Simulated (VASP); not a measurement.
# PbS in VASP: notebook

PbS is run at these levels: BLYP, PBEsol, r2SCAN; tasks: single point.

All numbers are computed with VASP 6.6.1; they aren't measurements. Logs are shortened: lines on timing, memory, paths and dates and some standing lists are left out, and cuts for length are marked.

### 1 The cell of the first run

The cell holds a slab with vacuum, 4 atoms: a = 4.130 Å, b = 4.130 Å, c = 11.759 Å, α = 93.75°, β = 93.75°, γ = 89.21°.

### 2 Single point, BLYP

The input, INCAR:

```
PREC = Accurate
ENCUT = 520
EDIFF = 1E-6
ISMEAR = 0
SIGMA = 0.01
LREAL = F
LASPH = T
NELM = 80
ALGO = Normal
ISIF = 2
LWAVE = F
LCHARG = F
GGA = B5
ALDAX = 1.0
AGGAX = 1.0
AGGAC = 1.0
ALDAC = 0.0
NBANDS = 28
```

The input, KPOINTS:

```
regular mesh
0
Gamma
  6 6 2
```

The input, POSCAR:

```
PbS
1.0
    2.9405000000     -2.9000000000      0.0000000000
    2.9405000000      2.9000000000      0.0000000000
   -1.0800500000      0.0000000000     11.7092900000
Pb S
2 2
Direct
    0.7756000000      0.7756000000      0.6363800000
    0.2244000000      0.2244000000      0.3636200000
    0.2684000000      0.2684000000      0.5986000000
    0.7316000000      0.7316000000      0.4014000000
```

Potentials or basis: VASP PAW PBE potentials, release 64 (Pb_d, S).

The run is started by

```bash
$ cat potpaw_PBE.64/Pb_d/POTCAR potpaw_PBE.64/S/POTCAR > POTCAR
$ mpirun -np 1 vasp_std > vasp.out
```

OUTCAR:

```text
PREC = Accurate
   ENCUT = 520
   EDIFF = 1E-6
   ISMEAR = 0
   LREAL = F
   LASPH = T
   NELM = 80
   ISIF = 2
   GGA = B5

 ion  position               nearest neighbor table
   1  0.776  0.776  0.636-   4 2.75   3 2.93   3 2.93   3 2.97   3 2.98
   2  0.224  0.224  0.364-   3 2.75   4 2.93   4 2.93   4 2.97   4 2.98
   3  0.268  0.268  0.599-   2 2.75   1 2.93   1 2.93   1 2.97   1 2.98
   4  0.732  0.732  0.401-   1 2.75   2 2.93   2 2.93   2 2.97   2 2.98

  LATTYP: Found a base centered monoclinic cell.
 ALAT       =     5.8810000000
 B/A-ratio  =     0.9862268322
 C/A-ratio  =     1.9994891546
 COS(beta)  =    -0.0918488301

  Lattice vectors:

 A1 = (   2.9405000000,  -2.9000000000,   0.0000000000)
 A2 = (   2.9405000000,   2.9000000000,   0.0000000000)
 A3 = (  -1.0800500000,   0.0000000000,  11.7092900000)

Analysis of symmetry for initial positions (statically):
=====================================================================
 Subroutine PRICEL returns:
 Original cell was already a primitive cell.

 Routine SETGRP: Setting up the symmetry group for a
 base centered monoclinic supercell.

 Subroutine GETGRP returns: Found  4 space group operations
 (whereof  4 operations were pure point group operations)
 out of a pool of  4 trial point group operations.

The static configuration has the point symmetry C_2h.

Analysis of symmetry for dynamics (positions and initial velocities):
=====================================================================
 Subroutine PRICEL returns:
 Original cell was already a primitive cell.

 Routine SETGRP: Setting up the symmetry group for a
 base centered monoclinic supercell.

 Subroutine GETGRP returns: Found  4 space group operations
 (whereof  4 operations were pure point group operations)
 out of a pool of  4 trial point group operations.

The dynamic configuration has the point symmetry C_2h.

 Subroutine INISYM returns: Found  4 space group operations
 (whereof  4 operations are pure point group operations),
 and found     1 'primitive' translations

----------------------------------------------------------------------------------------

                                     Primitive cell

  volume of cell :     199.7008

  direct lattice vectors                    reciprocal lattice vectors
     2.940500000 -2.900000000  0.000000000     0.170039109 -0.172413793  0.015684191
     2.940500000  2.900000000  0.000000000     0.170039109  0.172413793  0.015684191
    -1.080050000  0.000000000 11.709290000     0.000000000  0.000000000  0.085402275

  length of vectors
     4.129956447  4.129956447 11.758995718     0.242663983  0.242663983  0.085402275

  position of ions in fractional coordinates (direct lattice)
     0.775600000  0.775600000  0.636380000
     0.224400000  0.224400000  0.363620000
     0.268400000  0.268400000  0.598600000
     0.731600000  0.731600000  0.401400000

  ion indices of the primitive-cell ions
   primitive index   ion index
                 1           1
                 2           2
                 3           3
                 4           4

----------------------------------------------------------------------------------------

 KPOINTS: regular mesh

Automatic generation of k-mesh.
 Grid dimensions read from file:
 generate k-points for:    6    6    2

 Generating k-lattice:

  Cartesian coordinates                     Fractional coordinates (reciprocal lattice)
     0.028339851 -0.028735632  0.002614032     0.166666667  0.000000000 -0.000000000
     0.028339851  0.028735632  0.002614032     0.000000000  0.166666667 -0.000000000
     0.000000000  0.000000000  0.042701137     0.000000000  0.000000000  0.500000000

  Length of vectors
     0.040443997  0.040443997  0.042701137

  Shift w.r.t. Gamma in fractional coordinates (k-lattice)
     0.000000000  0.000000000  0.000000000

 Subroutine IBZKPT returns following result:
 ===========================================

 Found     26 irreducible k-points:

 Following reciprocal coordinates:
            Coordinates               Weight
  0.000000  0.000000  0.000000      1.000000
  0.166667  0.000000 -0.000000      4.000000
  0.333333  0.000000 -0.000000      4.000000
  0.500000  0.000000 -0.000000      2.000000
  0.166667  0.166667  0.000000      2.000000
  0.333333  0.166667 -0.000000      4.000000
[... 16 lines left out ...]
  0.333333  0.333333  0.500000      2.000000
  0.500000  0.333333  0.500000      4.000000
 [... further k-points ...]
   k-points           NKPTS =     26   k-points in BZ     NKDIM =     26   number of bands    NBANDS=     28
   number of dos      NEDOS =    301   number of ions     NIONS =      4
   total plane-waves  NPLWV =  92160
   dimension x,y,z NGX =    32 NGY =   32 NGZ =   90
   dimension x,y,z NGXF=    64 NGYF=   64 NGZF=  180
   ions per type =               2   2
   NGX,Y,Z   is equivalent  to a cutoff of  12.88, 12.88, 12.72 a.u.
   NGXF,Y,Z  is equivalent  to a cutoff of  25.76, 25.76, 25.45 a.u.
 SYSTEM =  unknown system
   PREC   = accura    normal or accurate (medium, high low for compatibility)
   ISTART =      0    job   : 0-new  1-cont  2-samecut
   ICHARG =      2    charge: 1-file 2-atom 10-const
   ISPIN  =      1    spin polarized calculation?
   LNONCOLLINEAR =      F non collinear calculations
   LSORBIT =      F    spin-orbit coupling
   LASPH  =      T    aspherical Exc in radial PAW
   ENCUT  =  520.0 eV  38.22 Ry    6.18 a.u.   7.68  7.68 21.86*2*pi/ulx,y,z
   NELM   =     80;   NELMIN=  2; NELMDL= -5     # of ELM steps
   EDIFF  = 0.1E-05   stopping-criterion for ELM
   LREAL  =      F    real-space projection
   EDIFFG = 0.1E-04   stopping-criterion for IOM
   NSW    =      0    number of steps for IOM
   IBRION =     -1    ionic relax: 0-MD 1-quasi-New 2-CG
   NFREE  =      0    steps in history (QN), initial steepest desc. (CG)
   ISIF   =      2    stress and relaxation
   ISYM   =      2    0-nonsym 1-usesym 2-fastsym
   POTIM  = 0.5000    time-step for ionic-motion
   TEBEG  =    0.0;   TEEND  =   0.0 temperature during run
   PSTRESS=    0.0 pullay stress
   NELECT =      40.0000    total number of electrons
   NUPDOWN=      -1.0000    fix difference up-down
   EMIN   =  10.00;   EMAX   =-10.00  energy-range for DOS
   EFERMI =   0.00;   METHOD = LEGACY
   ISMEAR =     0;   SIGMA  =   0.01  broadening in eV -4-tet -1-fermi 0-gaus
   EFERMI_NEDOS =   21; number of points for ismear=-14 and -15
   IALGO  =     38    algorithm
   IMIX   =      4    mixing-type and parameters
     AMIX     =   0.40;   BMIX     =  1.00
     AMIX_MAG =   1.60;   BMIX_MAG =  1.00
  volume/ion in A,a.u.               =      49.93       336.91
  Fermi-wavevector in a.u.,A,eV,Ry     =   0.957859  1.810091 12.483262  0.917494
  Thomas-Fermi vector in A             =   2.086915
   LORBIT       =      0    0 simple, 1 ext, 2 COOP (PROOUT), +10 PAW based schemes
   GGA     = B5    functional components
   LHFCALC =     F    Hartree Fock is set to
   AEXX    =    0.0000 exact exchange contribution
   IVDW    =     0    specifies the selected vdW correction
   LEPSILON=     F    determine dielectric tensor
   LRPA    =     F    only Hartree local field effects (RPA)
 non-spin polarized calculation
 Gauss-broadening in eV      SIGMA  =   0.01
  energy-cutoff  :      520.00
  volume of cell :      199.70
 maximum number of plane-waves:      5393
   NGX = 15   NGY = 15   NGZ = 43

 number of electron      40.0000009 magnetization

 Free energy of the ion-electron system (eV)
  ---------------------------------------------------
  ext. energy  EPLUGINS =         0.00000000
  ---------------------------------------------------
  free energy    TOTEN  =       -15.19877003 eV

  energy without entropy =      -15.19877003  energy(sigma->0) =      -15.19877003

 E-fermi :   1.1155     XC(G=0):  -5.5722

 val. band max:        1.0096338427   @ k =   0.0000   0.0000   0.0000
 cond. band min:       2.1849501584   @ k =   0.0000   0.0000   0.5000
 fundamental gap:      1.1753163158
 Fermi energy:         1.1154965704

 k-point     1 :       0.0000    0.0000    0.0000
  band No.  band energies     occupation
      1     -15.2940      2.00000
      2     -15.2148      2.00000
      3     -15.2074      2.00000
      4     -15.2064      2.00000
      5     -15.1704      2.00000
      6     -15.1662      2.00000
[... 20 lines left out ...]
     27       7.2333      0.00000
     28       7.4762      0.00000

 k-point     2 :       0.1667    0.0000   -0.0000
  band No.  band energies     occupation
      1     -15.2805      2.00000
      2     -15.2079      2.00000
      3     -15.2045      2.00000
      4     -15.1934      2.00000
      5     -15.1739      2.00000
      6     -15.1737      2.00000
[... 20 lines left out ...]
     27       6.6449      0.00000
     28       7.4044      0.00000

 k-point     3 :       0.3333    0.0000   -0.0000
  band No.  band energies     occupation
      1     -15.2532      2.00000
      2     -15.2138      2.00000
      3     -15.1889      2.00000
      4     -15.1883      2.00000
      5     -15.1860      2.00000
      6     -15.1754      2.00000
[... 20 lines left out ...]
     27       6.2345      0.00000
     28       7.5670      0.00000

 k-point     4 :       0.5000    0.0000   -0.0000
  band No.  band energies     occupation
      1     -15.2295      2.00000
      2     -15.2291      2.00000
      3     -15.1960      2.00000
      4     -15.1959      2.00000
      5     -15.1804      2.00000
      6     -15.1803      2.00000
[... 578 lines left out ...]
     27       6.2398      0.00000
     28       7.4041      0.00000

 k-point    23 :       0.3333    0.3333    0.5000
  band No.  band energies     occupation
      1     -15.2762      2.00000
      2     -15.2617      2.00000
      3     -15.1876      2.00000
      4     -15.1860      2.00000
      5     -15.1815      2.00000
      6     -15.1717      2.00000
[... 20 lines left out ...]
     27       6.8774      0.00000
     28       7.7826      0.00000

 k-point    24 :       0.5000    0.3333    0.5000
  band No.  band energies     occupation
      1     -15.2848      2.00000
      2     -15.2832      2.00000
      3     -15.1899      2.00000
      4     -15.1868      2.00000
      5     -15.1760      2.00000
      6     -15.1751      2.00000
[... 20 lines left out ...]
     27       7.7575      0.00000
     28       7.9320      0.00000

 [... further k-points ...]

------------------------ aborting loop because EDIFF is reached ----------------------------------------

  FORCE on cell =-STRESS in cart. coord.  units (eV):
  Direction    XX          YY          ZZ          XY          YZ          ZX
  --------------------------------------------------------------------------------------
  -------------------------------------------------------------------------------------
  Total        3.0288911      4.2167181      0.0152451      0.0000000      0.0000000     -0.0131673
  in kB       24.3004607     33.8302660      0.1223101      0.0000000      0.0000000     -0.1056395
  external PRESSURE =      19.4176790 kB  Pullay stress =       0.0000000 kB

 VOLUME and BASIS-vectors are now :
 -----------------------------------------------------------------------------
  energy-cutoff  :      520.00
  volume of cell :      199.70
      direct lattice vectors                 reciprocal lattice vectors
     2.940500000 -2.900000000  0.000000000     0.170039109 -0.172413793  0.015684191
     2.940500000  2.900000000  0.000000000     0.170039109  0.172413793  0.015684191
    -1.080050000  0.000000000 11.709290000     0.000000000  0.000000000  0.085402275

 POSITION                                       TOTAL-FORCE (eV/Angst)
 -----------------------------------------------------------------------------------
      3.87398      0.00000      7.45156        -0.002023      0.000000     -0.047854
      0.92697      0.00000      4.25773         0.002023      0.000000      0.047854
      0.93194      0.00000      7.00918        -0.003347      0.000000      0.098384
      3.86901      0.00000      4.70011         0.003347      0.000000     -0.098384
 -----------------------------------------------------------------------------------
    total drift:                                0.000000      0.000000      0.000000

  FREE ENERGIE OF THE ION-ELECTRON SYSTEM (eV)
  ---------------------------------------------------
  free  energy   TOTEN  =       -15.1987700314 eV

  energy  without entropy=      -15.1987700314  energy(sigma->0) =      -15.19877003
```

Wall time 2.9 min (1 thread of Intel Xeon Platinum 8259CL at 2.50GHz (Skylake/Cascade Lake), shared host); peak memory 0.35 GiB.

What came out:

```
Free energy            : -15.1988 eV
Largest force          : 0.098 eV/Å
Band gap on the k mesh : 1.18 eV
```

Forces in eV/Å, atoms in the order of the input:
```
Pb  -0.002  0.000 -0.048
Pb   0.002  0.000  0.048
S   -0.003  0.000  0.098
S    0.003  0.000 -0.098
```

Caveat: there is no dipole correction, which matters where the two faces differ; the PAW data sets were made with another functional, which shifts forces and pressure a little; spin-orbit coupling is left out, which moves the levels of the heavy elements.

### 3 Single point, PBEsol

The input, INCAR:

```
SYSTEM = PbS
ALGO = Normal
EDIFF = 1E-6
ENCUT = 520
GGA = PS
ISIF = 2
ISMEAR = 0
LASPH = .True.
LCHARG = .False.
LREAL = .False.
LWAVE = .False.
NBANDS = 28
NELM = 60
PREC = Accurate
SIGMA = 0.01
```

The input, KPOINTS:

```
k-points
0
Gamma
  6 6 2
  0 0 0
```

POSCAR is that of step 2.

Potentials or basis: VASP PAW PBE potentials, release 64 (Pb_d, S).

The run is started by

```bash
$ cat potpaw_PBE.64/Pb_d/POTCAR potpaw_PBE.64/S/POTCAR > POTCAR
$ mpirun -np 1 vasp_std > vasp.out
```

OUTCAR:

```text
SYSTEM = PbS
   EDIFF = 1E-6
   ENCUT = 520
   GGA = PS
   ISIF = 2
   ISMEAR = 0
   LASPH = .True.
   LREAL = .False.
   NELM = 60
   PREC = Accurate

 ion  position               nearest neighbor table
   1  0.776  0.776  0.636-   4 2.75   3 2.93   3 2.93   3 2.97   3 2.98
   2  0.224  0.224  0.364-   3 2.75   4 2.93   4 2.93   4 2.97   4 2.98
   3  0.268  0.268  0.599-   2 2.75   1 2.93   1 2.93   1 2.97   1 2.98
   4  0.732  0.732  0.401-   1 2.75   2 2.93   2 2.93   2 2.97   2 2.98

[... 946 lines left out ...]
  Direction    XX          YY          ZZ          XY          YZ          ZX
  --------------------------------------------------------------------------------------
  -------------------------------------------------------------------------------------
  Total       -1.2584556     -0.2103807     -2.6394570      0.0000000      0.0000000     -0.0126282
  in kB      -10.0964513     -1.6878610    -21.1760732      0.0000000      0.0000000     -0.1013147
  external PRESSURE =     -10.9867952 kB  Pullay stress =       0.0000000 kB

 VOLUME and BASIS-vectors are now :
 -----------------------------------------------------------------------------
  energy-cutoff  :      520.00
  volume of cell :      199.70
      direct lattice vectors                 reciprocal lattice vectors
     2.940500000 -2.900000000  0.000000000     0.170039109 -0.172413793  0.015684191
     2.940500000  2.900000000  0.000000000     0.170039109  0.172413793  0.015684191
    -1.080050000  0.000000000 11.709290000     0.000000000  0.000000000  0.085402275

 POSITION                                       TOTAL-FORCE (eV/Angst)
 -----------------------------------------------------------------------------------
      3.87398      0.00000      7.45156        -0.001449      0.000000     -0.675217
      0.92697      0.00000      4.25773         0.001449      0.000000      0.675217
      0.93194      0.00000      7.00918        -0.003946      0.000000     -0.186609
      3.86901      0.00000      4.70011         0.003946      0.000000      0.186609
 -----------------------------------------------------------------------------------
    total drift:                                0.000000      0.000000      0.000000

  FREE ENERGIE OF THE ION-ELECTRON SYSTEM (eV)
  ---------------------------------------------------
  free  energy   TOTEN  =       -18.4221693899 eV

  energy  without entropy=      -18.4221693899  energy(sigma->0) =      -18.42216939
```

OSZICAR:

```text
N       E                     dE             d eps       ncg     rms          rms(c)
DAV:   1     0.401253445192E+03    0.40125E+03   -0.17734E+04  1488   0.130E+03
DAV:   2     0.322263664895E+02   -0.36903E+03   -0.35820E+03  1520   0.348E+02
DAV:   3    -0.169705204934E+02   -0.49197E+02   -0.48261E+02  1928   0.149E+02
DAV:   4    -0.195438089486E+02   -0.25733E+01   -0.25583E+01  1696   0.396E+01
DAV:   5    -0.196562830788E+02   -0.11247E+00   -0.11243E+00  1960   0.837E+00    0.628E+00
DAV:   6    -0.185023512173E+02    0.11539E+01   -0.28218E+00  2040   0.103E+01    0.381E+00
DAV:   7    -0.184611173137E+02    0.41234E-01   -0.56041E-01  1752   0.301E+00    0.232E+00
DAV:   8    -0.184287184638E+02    0.32399E-01   -0.14923E-01  1972   0.274E+00    0.115E+00
DAV:   9    -0.184214379097E+02    0.72806E-02   -0.38901E-02  1956   0.141E+00    0.284E-01
DAV:  10    -0.184169254181E+02    0.45125E-02   -0.10463E-02  1680   0.389E-01    0.206E-01
DAV:  11    -0.184169777781E+02   -0.52360E-04   -0.30919E-03  1804   0.214E-01    0.123E-01
DAV:  12    -0.184200059710E+02   -0.30282E-02   -0.94750E-04  1716   0.171E-01    0.711E-02
DAV:  13    -0.184215694467E+02   -0.15635E-02   -0.57845E-04  1540   0.104E-01    0.271E-02
DAV:  14    -0.184220097389E+02   -0.44029E-03   -0.88667E-05  1440   0.546E-02    0.255E-02
DAV:  15    -0.184221668615E+02   -0.15712E-03   -0.59192E-05  1504   0.393E-02    0.856E-03
DAV:  16    -0.184221692611E+02   -0.23996E-05   -0.56826E-06  1552   0.138E-02    0.662E-03
DAV:  17    -0.184221693899E+02   -0.12877E-06   -0.47424E-07  1264   0.464E-03
   1 F= -.18422169E+02 E0= -.18422169E+02  d E =-.218394E-19
```

Run time: 1.8 min. Hardware: 1 thread of Intel Xeon Platinum 8259CL at 2.50GHz (Skylake/Cascade Lake), shared host; peak memory 0.35 GiB.

What came out:

* Free energy: -18.4222 eV
* Largest force: 0.675 eV/Å
* Band gap on the k mesh: 1.25 eV

Forces on the atoms (eV/Å):
```
Pb  -0.001  0.000 -0.675
Pb   0.001  0.000  0.675
S   -0.004  0.000 -0.187
S    0.004  0.000  0.187
```

Caveat: there is no dipole correction, which matters where the two faces differ; the PAW data sets were made with another functional, which shifts forces and pressure a little; spin-orbit coupling is left out, which moves the levels of the heavy elements.

[end of part 1 of 2]
